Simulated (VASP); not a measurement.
# TiSi16 (a cell with a defect) in VASP: a series of runs, part 2 of 2

VASP 6.6.1. The steps go on from the part before.

## 4. Single point, PBEsol

INCAR reads:

```
SYSTEM = TiSi16
  PREC = Accurate
  ENCUT = 520
  EDIFF = 1E-6
  ISMEAR = 0
  SIGMA = 0.02
  LREAL = Auto
  LASPH = .TRUE.
  NELM = 60
  ALGO = Normal
  ISIF = 2
  LWAVE = .FALSE.
  LCHARG = .TRUE.
  GGA = PS
  LELF = .TRUE.
  LVHAR = .TRUE.
  NBANDS = 52
```

KPOINTS reads:

```
Automatic mesh
0
G
  2 2 2
  0 0 0
```

POSCAR reads:

```
TiSi16
1.0
    0.0000000000      5.4300000000      5.4300000000
    5.4300000000      0.0000000000      5.4300000000
    5.4300000000      5.4300000000      0.0000000000
Si Ti
16 1
Direct
    0.0034781768      0.0035348987     -0.0001651013
    0.1273094843      0.1279056169      0.1220877532
    0.0030589319      0.0033060773      0.4925882136
    0.1244651934      0.1230523020      0.6257451197
    0.0009216390      0.4983142726     -0.0001056169
    0.1199866483      0.6308523941      0.1222932781
   -0.0138983425      0.5071935543      0.5025821363
    0.1203177716      0.6303116943      0.6258741252
    0.4978295580      0.0007864641      0.0001227440
    0.6306191529      0.1191907919      0.1229644567
    0.5077860037     -0.0161136280      0.5032335175
    0.6298645488      0.1197148250      0.6260330571
    0.5022076427      0.5020803867     -0.0096258748
    0.6271630755      0.6270802026      0.1224157459
    0.5023572744      0.5025093923      0.5040375691
    0.6228720074      0.6201572744      0.6282865562
    0.3740151934      0.3726872007      0.3760903315
```

Potentials or basis: VASP PAW PBE potentials, release 64 (Si, Ti_sv).

Started as:

```sh
> cat potpaw_PBE.64/Si/POTCAR potpaw_PBE.64/Ti_sv/POTCAR > POTCAR
> mpirun -np 1 vasp_std > vasp.out
```

OUTCAR:

```text
SYSTEM = TiSi16
   PREC = Accurate
   ENCUT = 520
   EDIFF = 1E-6
   ISMEAR = 0
   LREAL = Auto
   LASPH = .TRUE.
   NELM = 60
   ISIF = 2
   GGA = PS

 ion  position               nearest neighbor table
   1  0.003  0.004  1.000-   2 2.32   6 2.34  10 2.34   4 2.35
   2  0.127  0.128  0.122-   5 2.32   1 2.32   3 2.32   9 2.32
   3  0.003  0.003  0.493-   2 2.32   8 2.34  12 2.34   4 2.35
   4  0.124  0.123  0.626-   1 2.35   3 2.35  11 2.40   7 2.41  17 2.71
   5  0.001  0.498  1.000-   2 2.32  14 2.34   6 2.35   8 2.35
   6  0.120  0.631  0.122-   1 2.34   5 2.35   7 2.38  13 2.40  17 2.76
[... 648 lines left out ...]
  Total        4.0359741      4.0485267      4.3200239     -0.1531799     -0.0382615     -0.0438131
  in kB       20.1943307     20.2571388     21.6155976     -0.7664484     -0.1914444     -0.2192225
  external PRESSURE =      20.6890224 kB  Pullay stress =       0.0000000 kB

 VOLUME and BASIS-vectors are now :
 -----------------------------------------------------------------------------
  energy-cutoff  :      520.00
  volume of cell :      320.21
      direct lattice vectors                 reciprocal lattice vectors
     0.000000000  5.430000000  5.430000000    -0.092081031  0.092081031  0.092081031
     5.430000000  0.000000000  5.430000000     0.092081031 -0.092081031  0.092081031
     5.430000000  5.430000000  0.000000000     0.092081031  0.092081031 -0.092081031

 POSITION                                       TOTAL-FORCE (eV/Angst)
 -----------------------------------------------------------------------------------
      5.44830      5.44799      0.03808         0.000714     -0.002051      0.005782
      1.35746      1.35423      1.38582        -0.004093      0.001123     -0.007591
      2.69271      2.69136      0.03456         0.002318     -0.001255      0.002720
      4.06597      4.07364      1.34402         0.003088     -0.001468     -0.014687
      8.13527      5.43443      2.71085        -0.002778     -0.001837      0.001408
      4.08958      1.31558      4.07706        -0.001378      0.002651     -0.000395
[... 9 lines left out ...]
      6.77905      6.79379      6.74965        -0.002583     -0.007236      0.012922
      4.06586      4.07307      4.05459         0.002424     -0.001149      0.000866
 -----------------------------------------------------------------------------------
    total drift:                                0.007181      0.001719      0.011546

  FREE ENERGIE OF THE ION-ELECTRON SYSTEM (eV)
  ---------------------------------------------------
  free  energy   TOTEN  =       -98.3175269177 eV

  energy  without entropy=      -98.3143468686  energy(sigma->0) =      -98.31593689
```

It took 5.3 min on 1 thread of AMD EPYC 9R45 (Zen 5), shared host; peak memory 0.45 GiB.

Results:

* Free energy: -98.3175 eV
* Pressure: 2.1 GPa
* Largest force: 0.015 eV/Å
* Band gap on the k mesh: zero (band 38 reaches 6.85 eV, above the bottom of band 39 at 6.47 eV)

Forces on the atoms (eV/Å):
```
Si   0.001 -0.002  0.006
Si  -0.004  0.001 -0.008
Si   0.002 -0.001  0.003
Si   0.003 -0.001 -0.015
Si  -0.003 -0.002  0.001
Si  -0.001  0.003  0.000
Si  -0.001 -0.002 -0.003
Si   0.004  0.003 -0.004
Si   0.001 -0.007  0.001
Si   0.003  0.002  0.007
Si   0.006 -0.003  0.007
Si  -0.002  0.009  0.004
Si  -0.003  0.000 -0.001
Si  -0.008  0.000 -0.008
Si   0.002  0.009 -0.004
Si  -0.003 -0.007  0.013
Ti   0.002 -0.001  0.001
```

Levels at points of the mesh, in eV from the Fermi level:
| k point | band 35 | band 36 | band 37 | band 38 | band 39 | band 40 | band 41 | band 42 |
| --- | --- | --- | --- | --- | --- | --- | --- | --- |
| (0.00, 0.00, 0.00) | -0.93 | -0.93 | -0.40 | -0.37 | -0.33 | -0.14 | -0.09 | 0.23 |
| (0.50, 0.00, 0.00) | -1.29 | -1.27 | -0.25 | 0.03 | 0.07 | 0.45 | 0.45 | 0.79 |
| (0.00, 0.50, 0.00) | -1.29 | -1.28 | -0.24 | 0.04 | 0.07 | 0.44 | 0.45 | 0.77 |
| (0.00, 0.00, 0.50) | -1.29 | -1.28 | -0.27 | 0.00 | 0.07 | 0.45 | 0.47 | 0.82 |
| (0.50, 0.50, 0.50) | -1.29 | -1.28 | -0.27 | 0.00 | 0.07 | 0.45 | 0.46 | 0.82 |
| (0.50, 0.50, 0.00) | -1.92 | -1.82 | -0.70 | -0.03 | 0.58 | 0.63 | 1.10 | 1.33 |
| (0.00, 0.50, 0.50) | -1.93 | -1.80 | -0.70 | -0.03 | 0.59 | 0.60 | 1.10 | 1.34 |
| (0.50, 0.00, 0.50) | -1.93 | -1.80 | -0.70 | -0.03 | 0.59 | 0.60 | 1.10 | 1.34 |

Caveat: the k points lie up to 0.50 Å⁻¹ apart; the PAW data sets were made with another functional, which shifts forces and pressure a little.

## 5. Single point, PBEsol

INCAR reads:

```
PREC     = Accurate       # precision mode
ENCUT    = 520            # plane-wave cutoff, eV
EDIFF    = 1E-6           # SCF threshold, eV
ISMEAR   = 0              # smearing method
SIGMA    = 0.02           # smearing width, eV
LREAL    = Auto         
LASPH    = True           # aspherical terms in the spheres
NELM     = 100            # most SCF steps
ALGO     = Normal         # electronic algorithm
ISIF     = 2              # what is computed and relaxed
LWAVE    = False          # write WAVECAR
LCHARG   = False          # write CHGCAR
GGA      = PS             # functional
NBANDS   = 52             # bands
```

KPOINTS reads:

```
Automatic mesh
0
Gamma
  2 2 2
```

POSCAR reads:

```
TiSi16
1.0
    0.0000000000      5.4300000000      5.4300000000
    5.4300000000      0.0000000000      5.4300000000
    5.4300000000      5.4300000000      0.0000000000
Si Ti
16 1
Direct
   -0.0038080110     -0.0031525783      0.0022444751
    0.1202453039      0.1208823204      0.1180559853
   -0.0024032228     -0.0006929098      0.5012597606
    0.1217323204      0.1218325046      0.6392531308
   -0.0028053407      0.5014747698     -0.0042246777
    0.1189044199      0.6344377532      0.1239447514
   -0.0027162063      0.5024653775      0.5056397790
    0.1306292818      0.6249392265      0.6227270718
    0.5006494475     -0.0007054328     -0.0053673112
    0.6339314917      0.1197539595      0.1239703499
    0.5020578269     -0.0008593002      0.5058302026
    0.6237668508      0.1336394107      0.6219642726
    0.5009862799      0.5017829650     -0.0014441068
    0.6230883057      0.6248225599      0.1274406077
    0.5010213628      0.5038639042      0.4979058932
    0.6233865562      0.6250353591      0.6247213628
    0.2478804788      0.2484344383      0.2516775322
```

Started as:

```sh
> cat potpaw_PBE.64/Si/POTCAR potpaw_PBE.64/Ti_sv/POTCAR > POTCAR
> mpirun -np 1 vasp_std > vasp.out
```

It took 4.3 min on 1 thread of AMD EPYC 9R45 (Zen 5), shared host; peak memory 0.45 GiB.

It converged, with:

```yaml
Free_energy: -98.3169 eV
Pressure: 2.1 GPa
Largest_force: 0.023 eV/Å
Band_gap_on_the_k_mesh: zero (band 38 reaches 6.86 eV, above the bottom of band 39 at 6.47 eV)
```

Forces on the atoms (eV/Å):
```
Si   0.012  0.006  0.005
Si  -0.004 -0.001 -0.003
Si   0.003  0.011  0.007
Si  -0.009 -0.006 -0.010
Si   0.010  0.011 -0.002
Si  -0.011 -0.010  0.013
Si  -0.007  0.001 -0.007
Si   0.008 -0.007  0.006
Si  -0.003  0.018 -0.013
Si  -0.001 -0.015  0.000
Si  -0.008 -0.006 -0.014
Si  -0.004  0.011  0.001
Si   0.010  0.005  0.012
Si  -0.002 -0.014  0.008
Si  -0.001  0.000  0.005
Si   0.012  0.008  0.006
Ti  -0.007 -0.012 -0.015
```

Stress tensor (GPa, compression positive):
```
 2.01  0.11 -0.03
 0.11  2.00  0.00
-0.03  0.00  2.20
```

Levels at points of the mesh, in eV from the Fermi level:
```tsv
k point	band 35	band 36	band 37	band 38	band 39	band 40	band 41	band 42
(0.00, 0.00, 0.00)	-0.93	-0.93	-0.39	-0.37	-0.33	-0.14	-0.09	0.24
(0.50, 0.00, 0.00)	-1.29	-1.28	-0.27	0.00	0.08	0.45	0.47	0.82
(0.00, 0.50, 0.00)	-1.29	-1.28	-0.27	0.00	0.07	0.45	0.47	0.83
(0.00, 0.00, 0.50)	-1.29	-1.28	-0.25	0.04	0.07	0.45	0.45	0.79
(0.50, 0.50, 0.50)	-1.29	-1.28	-0.24	0.05	0.06	0.44	0.45	0.78
(0.50, 0.50, 0.00)	-1.92	-1.82	-0.70	-0.03	0.59	0.64	1.10	1.33
(0.00, 0.50, 0.50)	-1.93	-1.80	-0.69	-0.03	0.59	0.61	1.11	1.34
(0.50, 0.00, 0.50)	-1.93	-1.80	-0.69	-0.03	0.59	0.60	1.11	1.35
```

Caveat: the k points lie up to 0.50 Å⁻¹ apart; the PAW data sets were made with another functional, which shifts forces and pressure a little.
